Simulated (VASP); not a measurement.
# HfC (R3m) in VASP: a series of runs

Runs on HfC. Level: PBE. Tasks: single point, relaxation of cell and atoms.

Program: VASP 6.6.1. These are calculated values, not measurements. Logs are shortened: lines on timing, memory, paths and dates and some standing lists are left out, and cuts for length are marked.

## Step 1: The cell of the first run

It takes space group R3m (No. 160, trigonal). The conventional cell has a = 3.270 Å, b = 3.270 Å, c = 16.843 Å, α = 90.00°, β = 90.00°, γ = 120.00°. Hf (site symmetry 3m) has 6 C at 2.29 to 2.38 Å and 1 Hf at 2.94 Å within 3.0 Å. Hf (site symmetry 3m) has 6 C at 2.34 to 2.40 Å and 1 Hf at 2.94 Å within 3.1 Å. Within 3.1 Å of C (site symmetry 3m) lie 6 Hf at 2.38 to 2.40 Å and 1 C at 2.86 Å. C (site symmetry 3m) has 6 Hf at 2.29 to 2.34 Å and 1 C at 2.86 Å within 3.0 Å.

## Step 2: Single point, PBE

Input file INCAR:

```
SYSTEM = HfC
PREC = Accurate
ENCUT = 520
EDIFF = 1E-7
ISMEAR = 0
SIGMA = 0.1
LREAL = .FALSE.
LASPH = .TRUE.
NELM = 60
ALGO = Normal
ISIF = 2
LWAVE = .FALSE.
LCHARG = .FALSE.
GGA = PE
NBANDS = 22
```

Input file KPOINTS:

```
Automatic mesh
0
G
  6 6 6
  0 0 0
```

Input file POSCAR:

```
HfC
1.0
    1.6349642729      0.9439470615      5.6143418135
   -1.6349642729      0.9439470615      5.6143418135
    0.0000000000     -1.8878941278      5.6143418127
Hf C
2 2
Direct
   -0.0041543060     -0.0041543060     -0.0041543060
    0.1701542897      0.1701542897      0.1701542897
    0.4155133997      0.4155133997      0.4155133997
    0.5851532866      0.5851532866      0.5851532866
```

Potentials or basis: VASP PAW PBE potentials, release 64 (Hf_pv, C).

The run is started by

```
$ cat potpaw_PBE.64/Hf_pv/POTCAR potpaw_PBE.64/C/POTCAR > POTCAR
$ mpirun -np 1 vasp_std > vasp.out
```

OUTCAR:

```text
SYSTEM = HfC
   PREC = Accurate
   ENCUT = 520
   EDIFF = 1E-7
   ISMEAR = 0
   LREAL = .FALSE.
   LASPH = .TRUE.
   NELM = 60
   ISIF = 2
   GGA = PE

 ion  position               nearest neighbor table
   1  0.996  0.996  0.996-   4 2.29   4 2.29   4 2.29   3 2.38   3 2.38   3 2.38   2 2.94   2 3.28
                             2 3.28   2 3.28
   2  0.170  0.170  0.170-   4 2.34   4 2.34   4 2.34   3 2.40   3 2.40   3 2.40   1 2.94   1 3.28
                             1 3.28   1 3.28
   3  0.416  0.416  0.416-   1 2.38   1 2.38   1 2.38   2 2.40   2 2.40   2 2.40
   4  0.585  0.585  0.585-   1 2.29   1 2.29   1 2.29   2 2.34   2 2.34   2 2.34

  LATTYP: Found a trigonal (rhomboedric) cell.
 ALAT       =     5.9232574001
 COS(alpha) =     0.8476209302

  Lattice vectors:

 A1 = (   1.6349642729,   0.9439470615,   5.6143418135)
 A2 = (  -1.6349642729,   0.9439470615,   5.6143418135)
 A3 = (   0.0000000000,  -1.8878941278,   5.6143418127)

Analysis of symmetry for initial positions (statically):
=====================================================================
 Subroutine PRICEL returns:
 Original cell was already a primitive cell.

 Routine SETGRP: Setting up the symmetry group for a
 trigonal (rhombohedral) supercell.

 Subroutine GETGRP returns: Found  6 space group operations
 (whereof  6 operations were pure point group operations)
 out of a pool of 12 trial point group operations.

The static configuration has the point symmetry C_3v.

Analysis of symmetry for dynamics (positions and initial velocities):
=====================================================================
 Subroutine PRICEL returns:
 Original cell was already a primitive cell.

 Routine SETGRP: Setting up the symmetry group for a
 trigonal (rhombohedral) supercell.

 Subroutine GETGRP returns: Found  6 space group operations
 (whereof  6 operations were pure point group operations)
 out of a pool of 12 trial point group operations.

The dynamic configuration has the point symmetry C_3v.

 Subroutine INISYM returns: Found  6 space group operations
 (whereof  6 operations are pure point group operations),
 and found     1 'primitive' translations

----------------------------------------------------------------------------------------

                                     Primitive cell

  volume of cell :      51.9883

  direct lattice vectors                    reciprocal lattice vectors
     1.634964273  0.943947061  5.614341814     0.305817080  0.176563573  0.059371756
    -1.634964273  0.943947061  5.614341814    -0.305817080  0.176563573  0.059371756
     0.000000000 -1.887894128  5.614341813     0.000000000 -0.353127147  0.059371756

  length of vectors
     5.923257400  5.923257400  5.923257400     0.358083492  0.358083492  0.358083492

  position of ions in fractional coordinates (direct lattice)
     0.995845694  0.995845694  0.995845694
     0.170154290  0.170154290  0.170154290
     0.415513400  0.415513400  0.415513400
     0.585153287  0.585153287  0.585153287

  ion indices of the primitive-cell ions
   primitive index   ion index
                 1           1
                 2           2
                 3           3
                 4           4

----------------------------------------------------------------------------------------

 KPOINTS: Automatic mesh

Automatic generation of k-mesh.
 Grid dimensions read from file:
 generate k-points for:    6    6    6

 Generating k-lattice:

  Cartesian coordinates                     Fractional coordinates (reciprocal lattice)
     0.050969513  0.029427262  0.009895293     0.166666667  0.000000000  0.000000000
    -0.050969513  0.029427262  0.009895293     0.000000000  0.166666667  0.000000000
     0.000000000 -0.058854525  0.009895293     0.000000000  0.000000000  0.166666667

  Length of vectors
     0.059680582  0.059680582  0.059680582

  Shift w.r.t. Gamma in fractional coordinates (k-lattice)
     0.000000000  0.000000000  0.000000000

 Subroutine IBZKPT returns following result:
 ===========================================

 Found     32 irreducible k-points:

 Following reciprocal coordinates:
            Coordinates               Weight
  0.000000  0.000000  0.000000      1.000000
  0.166667  0.000000  0.000000      6.000000
  0.333333  0.000000  0.000000      6.000000
  0.500000  0.000000  0.000000      3.000000
  0.166667  0.166667  0.000000      6.000000
  0.333333  0.166667 -0.000000     12.000000
[... 16 lines left out ...]
  0.500000  0.500000  0.166667      6.000000
 -0.333333  0.500000  0.166667     12.000000
 [... further k-points ...]
   k-points           NKPTS =     32   k-points in BZ     NKDIM =     32   number of bands    NBANDS=     22
   number of dos      NEDOS =    301   number of ions     NIONS =      4
   total plane-waves  NPLWV = 110592
   dimension x,y,z NGX =    48 NGY =   48 NGZ =   48
   dimension x,y,z NGXF=    96 NGYF=   96 NGZF=   96
   ions per type =               2   2
   NGX,Y,Z   is equivalent  to a cutoff of  13.47, 13.47, 13.47 a.u.
   NGXF,Y,Z  is equivalent  to a cutoff of  26.94, 26.94, 26.94 a.u.
 SYSTEM =  HfC
   PREC   = accura    normal or accurate (medium, high low for compatibility)
   ISTART =      0    job   : 0-new  1-cont  2-samecut
   ICHARG =      2    charge: 1-file 2-atom 10-const
   ISPIN  =      1    spin polarized calculation?
   LNONCOLLINEAR =      F non collinear calculations
   LSORBIT =      F    spin-orbit coupling
   LASPH  =      T    aspherical Exc in radial PAW
   ENCUT  =  520.0 eV  38.22 Ry    6.18 a.u.  11.01 11.01 11.01*2*pi/ulx,y,z
   NELM   =     60;   NELMIN=  2; NELMDL= -5     # of ELM steps
   EDIFF  = 0.1E-06   stopping-criterion for ELM
   LREAL  =      F    real-space projection
   EDIFFG = 0.1E-05   stopping-criterion for IOM
   NSW    =      0    number of steps for IOM
   IBRION =     -1    ionic relax: 0-MD 1-quasi-New 2-CG
   NFREE  =      0    steps in history (QN), initial steepest desc. (CG)
   ISIF   =      2    stress and relaxation
   ISYM   =      2    0-nonsym 1-usesym 2-fastsym
   POTIM  = 0.5000    time-step for ionic-motion
   TEBEG  =    0.0;   TEEND  =   0.0 temperature during run
   PSTRESS=    0.0 pullay stress
   NELECT =      28.0000    total number of electrons
   NUPDOWN=      -1.0000    fix difference up-down
   EMIN   =  10.00;   EMAX   =-10.00  energy-range for DOS
   EFERMI =   0.00;   METHOD = LEGACY
   ISMEAR =     0;   SIGMA  =   0.10  broadening in eV -4-tet -1-fermi 0-gaus
   EFERMI_NEDOS =   21; number of points for ismear=-14 and -15
   IALGO  =     38    algorithm
   IMIX   =      4    mixing-type and parameters
     AMIX     =   0.40;   BMIX     =  1.00
     AMIX_MAG =   1.60;   BMIX_MAG =  1.00
  volume/ion in A,a.u.               =      13.00        87.71
  Fermi-wavevector in a.u.,A,eV,Ry     =   1.331963  2.517045 24.138443  1.774126
  Thomas-Fermi vector in A             =   2.460934
   LORBIT       =      0    0 simple, 1 ext, 2 COOP (PROOUT), +10 PAW based schemes
   GGA     = PE    functional components
   LHFCALC =     F    Hartree Fock is set to
   AEXX    =    0.0000 exact exchange contribution
   IVDW    =     0    specifies the selected vdW correction
   LEPSILON=     F    determine dielectric tensor
   LRPA    =     F    only Hartree local field effects (RPA)
 non-spin polarized calculation
 Gauss-broadening in eV      SIGMA  =   0.10
  energy-cutoff  :      520.00
  volume of cell :       51.99
 maximum number of plane-waves:      1418
 NGX is ok and might be reduce to    48
   NGX = 21   NGY = 21   NGZ = 21

 number of electron      28.0000000 magnetization

 Free energy of the ion-electron system (eV)
  ---------------------------------------------------
  ext. energy  EPLUGINS =         0.00000000
  ---------------------------------------------------
  free energy    TOTEN  =       -40.44708554 eV

  energy without entropy =      -40.43811289  energy(sigma->0) =      -40.44259921

 E-fermi :   5.4949     XC(G=0): -12.0853

 val. band max:        5.4717958869   @ k =   0.5000   0.5000   0.1667
 cond. band min:       5.4951725498   @ k =  -0.1667   0.1667   0.1667
 fundamental gap:      0.0233766629
 Fermi energy:         5.4948730953

 k-point     1 :       0.0000    0.0000    0.0000
  band No.  band energies     occupation
      1     -24.7087      2.00000
      2     -24.2182      2.00000
      3     -24.2182      2.00000
      4     -23.9215      2.00000
      5     -23.9215      2.00000
      6     -23.8774      2.00000
[... 14 lines left out ...]
     21      11.0191      0.00000
     22      11.0191      0.00000

 k-point     2 :       0.1667    0.0000    0.0000
  band No.  band energies     occupation
      1     -24.6617      2.00000
      2     -24.3540      2.00000
      3     -24.2484      2.00000
      4     -24.0554      2.00000
      5     -23.9517      2.00000
      6     -23.8780      2.00000
[... 14 lines left out ...]
     21      11.7132      0.00000
     22      12.0736      0.00000

 k-point     3 :       0.3333    0.0000    0.0000
  band No.  band energies     occupation
      1     -24.6455      2.00000
      2     -24.5438      2.00000
      3     -24.3079      2.00000
      4     -24.2933      2.00000
      5     -24.0114      2.00000
      6     -23.8902      2.00000
[... 14 lines left out ...]
     21      12.8354      0.00000
     22      12.9141      0.00000

 k-point     4 :       0.5000    0.0000    0.0000
  band No.  band energies     occupation
      1     -24.7621      2.00000
      2     -24.5386      2.00000
      3     -24.3729      2.00000
      4     -24.3373      2.00000
      5     -24.0411      2.00000
      6     -23.9008      2.00000
[... 14 lines left out ...]
     21      13.0630      0.00000
     22      13.0792      0.00000

 k-point     5 :       0.1667    0.1667    0.0000
  band No.  band energies     occupation
      1     -24.6459      2.00000
      2     -24.3506      2.00000
      3     -24.2517      2.00000
      4     -24.0587      2.00000
      5     -23.9481      2.00000
      6     -23.8964      2.00000
[... 14 lines left out ...]
     21      11.7807      0.00000
     22      12.0115      0.00000

 k-point     6 :       0.3333    0.1667   -0.0000
  band No.  band energies     occupation
      1     -24.5868      2.00000
      2     -24.5023      2.00000
      3     -24.3279      2.00000
      4     -24.2114      2.00000
      5     -24.0219      2.00000
      6     -23.9143      2.00000
[... 14 lines left out ...]
     21      12.3642      0.00000
     22      12.5865      0.00000

 k-point     7 :       0.5000    0.1667    0.0000
  band No.  band energies     occupation
      1     -24.6948      2.00000
      2     -24.5092      2.00000
      3     -24.4043      2.00000
      4     -24.3247      2.00000
      5     -24.1107      2.00000
      6     -23.9200      2.00000
[... 324 lines left out ...]
      6     -23.9993      2.00000
[... 14 lines left out ...]
     21      12.0162      0.00000
     22      12.2521      0.00000

 k-point    21 :      -0.3333    0.3333    0.1667
  band No.  band energies     occupation
      1     -24.6920      2.00000
      2     -24.4760      2.00000
      3     -24.4052      2.00000
      4     -24.3213      2.00000
      5     -24.1027      2.00000
      6     -23.9702      2.00000
[... 14 lines left out ...]
     21      12.4090      0.00000
     22      12.9271      0.00000

 k-point    22 :      -0.1667    0.3333    0.1667
  band No.  band energies     occupation
      1     -24.6926      2.00000
      2     -24.4891      2.00000
      3     -24.4246      2.00000
      4     -24.3333      2.00000
      5     -24.1046      2.00000
      6     -23.9199      2.00000
[... 14 lines left out ...]
     21      12.5833      0.00000
     22      13.1131      0.00000

 k-point    23 :       0.5000    0.5000    0.1667
  band No.  band energies     occupation
      1     -24.6273      2.00000
      2     -24.4402      2.00000
      3     -24.3195      2.00000
      4     -24.2718      2.00000
      5     -24.0464      2.00000
      6     -23.9990      2.00000
[... 14 lines left out ...]
     21      11.8827      0.00000
     22      12.1289      0.00000

 k-point    24 :      -0.3333    0.5000    0.1667
  band No.  band energies     occupation
      1     -24.6853      2.00000
      2     -24.4637      2.00000
      3     -24.4172      2.00000
      4     -24.3036      2.00000
      5     -24.0996      2.00000
      6     -24.0002      2.00000
[... 14 lines left out ...]
     21      12.1173      0.00000
     22      12.8502      0.00000

 [... further k-points ...]
[... 5 lines left out ...]
  --------------------------------------------------------------------------------------
  -------------------------------------------------------------------------------------
  Total       -0.1604158     -0.1604158     -0.2808422      0.0000000      0.0000000      0.0000000
  in kB       -4.9436966     -4.9436966     -8.6549989      0.0000000      0.0000000      0.0000000
  external PRESSURE =      -6.1807974 kB  Pullay stress =       0.0000000 kB

 VOLUME and BASIS-vectors are now :
 -----------------------------------------------------------------------------
  energy-cutoff  :      520.00
  volume of cell :       51.99
      direct lattice vectors                 reciprocal lattice vectors
     1.634964273  0.943947061  5.614341814     0.305817080  0.176563573  0.059371756
    -1.634964273  0.943947061  5.614341814    -0.305817080  0.176563573  0.059371756
     0.000000000 -1.887894128  5.614341813     0.000000000 -0.353127147  0.059371756

 POSITION                                       TOTAL-FORCE (eV/Angst)
 -----------------------------------------------------------------------------------
      0.00000     -0.00000     16.77305         0.000000     -0.000000      0.008973
      0.00000     -0.00000      2.86591         0.000000      0.000000     -0.040243
      0.00000     -0.00000      6.99850         0.000000     -0.000000      0.027227
      0.00000     -0.00000      9.85575         0.000000     -0.000000      0.004043
 -----------------------------------------------------------------------------------
    total drift:                               -0.000000     -0.000000     -0.000045

  FREE ENERGIE OF THE ION-ELECTRON SYSTEM (eV)
  ---------------------------------------------------
  free  energy   TOTEN  =       -40.4470855399 eV

  energy  without entropy=      -40.4381128852  energy(sigma->0) =      -40.44259921
```

Run time: 2.1 min. Hardware: 1 thread of Intel Xeon Platinum 8259CL at 2.50GHz (Skylake/Cascade Lake), shared host; peak memory 0.32 GiB.

What came out:

- Free energy: -40.4471 eV
- Pressure: -0.6 GPa
- Largest force: 0.040 eV/Å
- Band gap on the k mesh: zero (bands 14 and 15 overlap by 0.40 eV)

Forces on the atoms (eV/Å):
```
Hf   0.000  0.000  0.009
Hf   0.000  0.000 -0.040
C    0.000  0.000  0.027
C    0.000  0.000  0.004
```

Caveat: the k points lie up to 0.37 Å⁻¹ apart; spin-orbit coupling is left out, which moves the levels of the heavy elements.

## Step 3: Single point, PBE

This run uses another cell than the first one, of 13.29 Å³/atom.

Input file INCAR:

```
PREC = Accurate ; ENCUT = 520
EDIFF = 1E-6 ; ISMEAR = 0
SIGMA = 0.1 ; LREAL = False
LASPH = True ; NELM = 100
ALGO = Normal ; ISIF = 2
LWAVE = False ; LCHARG = False
GGA = PE ; NBANDS = 22
```

Input file KPOINTS:

```
regular mesh
0
Gamma
  6 6 6
```

Input file POSCAR:

```
HfC
1.0
    1.6249212400      0.9381487100      5.8122548000
   -1.6249212400      0.9381487100      5.8122548000
    0.0000000000     -1.8762974300      5.8122548000
Hf C
2 2
Direct
    0.0000000000      0.0000000000      0.0000000000
    0.1666666700      0.1666666700      0.1666666700
    0.4166666700      0.4166666700      0.4166666700
    0.5833333300      0.5833333300      0.5833333300
```

Potentials or basis: VASP PAW PBE potentials, release 64 (Hf_pv, C).

The run is started by

```
$ cat potpaw_PBE.64/Hf_pv/POTCAR potpaw_PBE.64/C/POTCAR > POTCAR
$ mpirun -np 1 vasp_std > vasp.out
```

Run time: 2.2 min. Hardware: 1 thread of Intel Xeon Platinum 8259CL at 2.50GHz (Skylake/Cascade Lake), shared host; peak memory 0.33 GiB.

It converged, with:

```yaml
Free_energy: -40.2235 eV
Pressure: -5.6 GPa
Largest_force: 2.023 eV/Å
Band_gap_on_the_k_mesh: zero (bands 14 and 15 overlap by 0.46 eV)
```

Forces on the atoms (eV/Å):
```
Hf   0.000  0.000 -2.023
Hf   0.000  0.000  1.887
C    0.000  0.000 -0.366
C    0.000  0.000  0.503
```

Stress tensor (GPa, compression positive):
```
 -1.57   0.00   0.00
  0.00  -1.57   0.00
  0.00   0.00 -13.78
```

Levels at points of the mesh, in eV from the Fermi level:
| k point | band 11 | band 12 | band 13 | band 14 | band 15 | band 16 | band 17 | band 18 |
| --- | --- | --- | --- | --- | --- | --- | --- | --- |
| (0.00, 0.00, 0.00) | -1.30 | -0.68 | -0.68 | -0.21 | 1.22 | 3.05 | 3.05 | 4.41 |
| (0.50, 0.00, 0.00) | -2.64 | -1.28 | -1.21 | -1.12 | 0.88 | 1.64 | 5.73 | 6.00 |
| (0.50, 0.50, 0.00) | -2.96 | -2.23 | -0.80 | -0.43 | 0.37 | 3.15 | 5.33 | 5.48 |
| (0.50, 0.50, 0.50) | -1.76 | -1.76 | 0.45 | 0.45 | 2.13 | 2.13 | 2.57 | 3.40 |

Caveat: the k points lie up to 0.38 Å⁻¹ apart; spin-orbit coupling is left out, which moves the levels of the heavy elements; forces of over 1 eV/Å act on the atoms, so gaps and moduli don't describe the material at rest.

## Step 4: Relaxation of cell and atoms, PBE

This run uses another cell than the first one, of 13.29 Å³/atom.

Input file INCAR:

```
PREC = Accurate
ENCUT = 600
EDIFF = 1E-6
ISMEAR = 0
SIGMA = 0.1
LREAL = F
LASPH = T
NELM = 60
ALGO = Normal
ISIF = 3
LWAVE = F
LCHARG = F
GGA = PE
IBRION = 2
NSW = 90
EDIFFG = -0.04
```

Input file KPOINTS:

```
Automatic mesh
0
Gamma
  6 6 6
```

POSCAR is that of step 3.

The run is started by

```
$ cat potpaw_PBE.64/Hf_pv/POTCAR potpaw_PBE.64/C/POTCAR > POTCAR
$ mpirun -np 1 vasp_std > vasp.out
```

Wall time 11 min (1 thread of Intel Xeon Platinum 8259CL at 2.50GHz (Skylake/Cascade Lake), shared host); peak memory 0.39 GiB.

The run converged. Its results:

| Property | Result |
| --- | --- |
| Free energy | -40.4505 eV |
| Relaxed volume | 12.95 Å³/atom |
| Relaxed cell | a = 5.913 Å, b = 5.913 Å, c = 5.913 Å, α = 32.08°, β = 32.08°, γ = 32.08° |
| Space group after relaxing (to 0.1 Å) | R3m (No. 160) |
| Energy gained by relaxing | 56.3 meV/atom |
| Ionic steps | 9 |
| Pressure after relaxing | 0.1 GPa |
| Largest force after relaxing | 0.018 eV/Å |
| Band gap on the k mesh | zero (bands 14 and 15 overlap by 0.39 eV) |

Forces in eV/Å, atoms in the order of the input:
```
Hf   0.000  0.000 -0.012
Hf   0.000  0.000 -0.016
C    0.000  0.000  0.018
C    0.000  0.000  0.011
```

Stress tensor (GPa, compression positive):
```
0.07 0.00 0.00
0.00 0.07 0.00
0.00 0.00 0.15
```

Step by step:
| step | energy change (eV) | largest force (eV/Å) | pressure (GPa) | volume (Å³) |
| --- | --- | --- | --- | --- |
| 1 | 0.0000 | 2.0230 | -5.72 | 53.16 |
| 2 | -0.1157 | 1.0988 | 11.41 | 49.55 |
| 3 | -0.2054 | 0.3634 | 3.67 | 50.94 |
| 4 | -0.2055 | 0.3188 | 3.92 | 50.89 |
| 5 | -0.2107 | 0.4359 | -3.29 | 52.66 |
| 6 | -0.2237 | 0.1524 | -0.12 | 51.84 |
| 7 | -0.2249 | 0.0631 | -0.08 | 51.85 |
| 8 | -0.2250 | 0.0447 | -0.09 | 51.85 |
| 9 | -0.2251 | 0.0175 | 0.10 | 51.80 |

Final structure:
```xyz
4
Lattice="1.6336 0.9431 5.6040 -1.6336 0.9431 5.6040 0.0000 -1.8863 5.6040" Properties=species:S:1:pos:R:3 pbc="T T T"
Hf    0.0000    0.0000   16.7427
Hf    0.0000    0.0000    2.8599
C     0.0000    0.0000    6.9864
C     0.0000    0.0000    9.8373
```

Levels at points of the mesh, in eV from the Fermi level:
```tsv
k point	band 10	band 11	band 12	band 13	band 14	band 15	band 16	band 17	band 18
(0.00, 0.00, 0.00)	-1.89	-1.89	-0.64	-0.64	0.16	1.41	3.18	3.18	4.13
(0.50, 0.00, 0.00)	-2.94	-2.54	-1.77	-1.27	-0.96	0.78	2.31	5.60	5.75
(0.50, 0.50, 0.00)	-3.61	-2.92	-2.55	-1.04	-0.35	0.27	3.80	5.51	5.91
(0.50, 0.50, 0.50)	-2.30	-2.21	-2.21	0.32	0.32	2.13	2.13	2.94	3.42
```

Caveat: the k points lie up to 0.38 Å⁻¹ apart in the final cell; spin-orbit coupling is left out, which moves the levels of the heavy elements.

(Part 1 of 2 ends here.)
